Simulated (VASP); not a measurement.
Here is a VASP 6.6.1 calculation.

INCAR

```
PREC     = Accurate       # precision mode
ENCUT    = 520            # plane-wave cutoff, eV
EDIFF    = 1E-6           # SCF threshold, eV
ISMEAR   = 0              # smearing method
SIGMA    = 0.05           # smearing width, eV
LREAL    = F              # projectors in reciprocal space
LASPH    = T              # aspherical terms in the spheres
NELM     = 100            # most SCF steps
ALGO     = Normal         # electronic algorithm
ISIF     = 2              # what is computed and relaxed
LWAVE    = F              # write WAVECAR
LCHARG   = T              # write CHGCAR
GGA      = PE             # functional
LELF     = T              # ELF
LVHAR    = T            
NBANDS   = 16             # bands
```

Contents of KPOINTS:

```
Automatic mesh
0
Gamma
  12 12 4
```

Contents of POSCAR:

```
BN
1.0
    2.5121751215      0.0000000000      0.0000000000
   -1.2560875608      2.1756074740      0.0407926401
    0.0000000000      0.1564442063      8.3436910039
B N
2 2
Direct
    0.3333333333      0.6666666667      0.2500000000
    0.6666666667      0.3333333333      0.7500000000
    0.3333333333      0.6666666667      0.7500000000
    0.6666666667      0.3333333333      0.2500000000
```

Potentials or basis: VASP PAW PBE potentials, release 64 (B, N).

Command:

```bash
$ cat potpaw_PBE.64/B/POTCAR potpaw_PBE.64/N/POTCAR > POTCAR
$ mpirun -np 1 vasp_std > vasp.out
```

Question: Predict the band gap on the k mesh.

Answer: 4.38 eV, indirect (least direct gap 4.60 eV).

Question: Estimate the pressure.

Answer: 0.0 GPa.

Forces on the atoms (eV/Å):
```
B    0.000  0.002  0.000
B    0.000 -0.002  0.000
N    0.000  0.002  0.000
N    0.000 -0.002  0.000
```

Caveat: the cell differs from its parent crystal (strain +0.0375 x Voigt [0, 0, 0, 1, 0, 0]); this functional lacks dispersion, which binds the layers, so the pressure and a relaxed spacing across them are unreliable. A k mesh can miss the band edges.
